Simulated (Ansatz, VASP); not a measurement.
MgS: VASP beside Ansatz

Contents of INCAR:

```
ALGO     = Normal         # electronic algorithm
EDIFF    = 1E-6           # SCF threshold, eV
EDIFFG   = -0.01          # ionic threshold
ENCUT    = 600            # plane-wave cutoff, eV
GGA      = PE             # functional
IBRION   = 2              # ionic algorithm
ISIF     = 3              # what is computed and relaxed
ISMEAR   = 0              # smearing method
LASPH    = T              # aspherical terms in the spheres
LCHARG   = F              # write CHGCAR
LREAL    = F              # projectors in reciprocal space
LWAVE    = F              # write WAVECAR
NELM     = 60             # most SCF steps
NSW      = 100            # ionic steps
PREC     = Accurate       # precision mode
SIGMA    = 0.02           # smearing width, eV
```

KPOINTS

```
k-points
0
Gamma
  6 6 6
```

File POSCAR:

```
MgS
1.0
    5.1324592340      0.0000000000      0.0000000000
   -2.5662296170      4.4448400805      0.0000000000
    0.0000000000      0.0000000000      4.4420897421
Mg S
1 1
Direct
    0.0000000000      0.0000000000      0.0000000000
    0.0000000000      0.0000000000      0.5000000000
```

Input for Ansatz:

```yaml
crystal:
  lattice:
    - [5.132459234, 0.0, 0.0]
    - [-2.566229617, 4.4448400805, 0.0]
    - [0.0, 0.0, 4.4420897421]
  atoms:
    - { symbol: Mg, position: [0.0, 0.0, 0.0] }
    - { symbol: S, position: [0.0, 0.0, 0.5] }
basis:
  ecutwfc: 420
kpoints:
  mp_grid: { grid: [6, 6, 6] }
hamiltonian:
  xc: pbe
scf:
  occupations: { method: gaussian, width: 0.02 }
output:
  forces: true
  stress: true
  eigenvalues: true
  write_density: true
  write_potential: true
  elf: true
  volumetric_format: npy
relax:
  adjacent_minimum: "off"
  f_tol: 0.01
  max_steps: 80
  cell: { stress_tol: 0.05 }
```

Alike in both runs: task relaxation of cell and atoms; functional PBE; k mesh 6 × 6 × 6; occupations gaussian, width 0.02 eV; no spin polarisation.

|  | VASP | Ansatz |
| --- | --- | --- |
| version | VASP 6.6.1 | Ansatz 0.2.0 |
| potentials or method | VASP PAW PBE potentials, release 64 (Mg, S), cutoff 600 eV | scalar-relativistic, plane waves, PAW |
| valence electrons in the cell | 8 | 16 |

Ansatz gave:

```
gap on the k mesh at the Fermi level, each at its own relaxed structure (eV) : 2.44
relaxed volume (Å³/atom)                                                     : 82.24
relaxed cell length with the largest relative difference (Å)                 : 6.529
```

Question: What did VASP give for the same quantities?

Answer: gap on the k mesh at the Fermi level, each at its own relaxed structure (eV): 2.56; relaxed volume (Å³/atom): 93.81; relaxed cell length with the largest relative difference (Å): 6.973.

One of these differences is far larger than is usual between the two programs; its cause wasn't traced. VASP's potentials hold 8 valence electrons a cell and Ansatz's 16, so a difference there can come from the potentials and not from the codes. Ansatz's warnings: xc potential rough in thin density.

Noted on VASP's run: the volume moved by over 15 % at a fixed basis, so the end points are rough.
